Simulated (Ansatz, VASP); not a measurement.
One calculation of PbO, two programs

The input INCAR:

```
PREC = Accurate
ENCUT = 520
EDIFF = 1E-6
ISMEAR = 0
SIGMA = 0.1
LREAL = False
LASPH = True
NELM = 80
ALGO = Normal
ISIF = 2
LWAVE = False
LCHARG = False
GGA = PS
NBANDS = 50
```

KPOINTS

```
Automatic mesh
0
Gamma
  4 4 4
```

The input POSCAR:

```
PbO
1.0
    5.8931000000      0.0000000000      0.0000000000
    0.0000000000      5.4904000000      0.0000000000
    0.0000000000      0.0000000000      4.7528000000
Pb O
4 4
Direct
    0.2297000000      0.9884000000      0.2500000000
    0.7703000000      0.0116000000      0.7500000000
    0.2297000000      0.5116000000      0.7500000000
    0.7703000000      0.4884000000      0.2500000000
    0.8653000000      0.0917000000      0.2500000000
    0.1347000000      0.9083000000      0.7500000000
    0.8653000000      0.4083000000      0.7500000000
    0.1347000000      0.5917000000      0.2500000000
```

Input for Ansatz:

```yaml
crystal:
  lattice:
    - [5.8931, 0.0, 0.0]
    - [0.0, 5.4904, 0.0]
    - [0.0, 0.0, 4.7528]
  atoms:
    - { symbol: Pb, position: [0.2297, 0.9884, 0.25] }
    - { symbol: Pb, position: [0.7703, 0.0116, 0.75] }
    - { symbol: Pb, position: [0.2297, 0.5116, 0.75] }
    - { symbol: Pb, position: [0.7703, 0.4884, 0.25] }
    - { symbol: O, position: [0.8653, 0.0917, 0.25] }
    - { symbol: O, position: [0.1347, 0.9083, 0.75] }
    - { symbol: O, position: [0.8653, 0.4083, 0.75] }
    - { symbol: O, position: [0.1347, 0.5917, 0.25] }
basis:
  ecutwfc: 420
kpoints:
  mp_grid: { grid: [4, 4, 4] }
hamiltonian:
  xc: pbesol
scf:
  occupations: { method: gaussian, width: 0.1 }
output:
  forces: true
  stress: true
  eigenvalues: true
```

Alike in both runs: task single point; functional PBEsol; k mesh 4 × 4 × 4; occupations gaussian, width 0.1 eV; no spin polarisation.

|  | VASP | Ansatz |
| --- | --- | --- |
| version | VASP 6.6.1 | Ansatz 0.2.0 |
| potentials or method | VASP PAW PBE potentials, release 64 (Pb_d, O), cutoff 520 eV | scalar-relativistic, plane waves, PAW |
| valence electrons in the cell | 80 | 80 |

Ansatz gave:

```
gap on the k mesh at the Fermi level (eV)                     : 2.35
least direct gap on the mesh (eV)                             : 2.65
pressure (GPa)                                                : 0.5
traceless stress, the component that is largest in VASP (GPa) : -1.09
rms of the force components (eV/Å)                            : 0.069
```

**Question.** Which values does VASP return?

**Answer.** gap on the k mesh at the Fermi level (eV): 2.35; least direct gap on the mesh (eV): 2.63; pressure (GPa): 0.6; traceless stress, the component that is largest in VASP (GPa): -1.17; rms of the force components (eV/Å): 0.087.

VASP's potentials were made for PBE, not for PBEsol. Atom by atom the forces differ by 0.020 eV/Å (rms over components).

Neither program's run includes spin-orbit coupling.
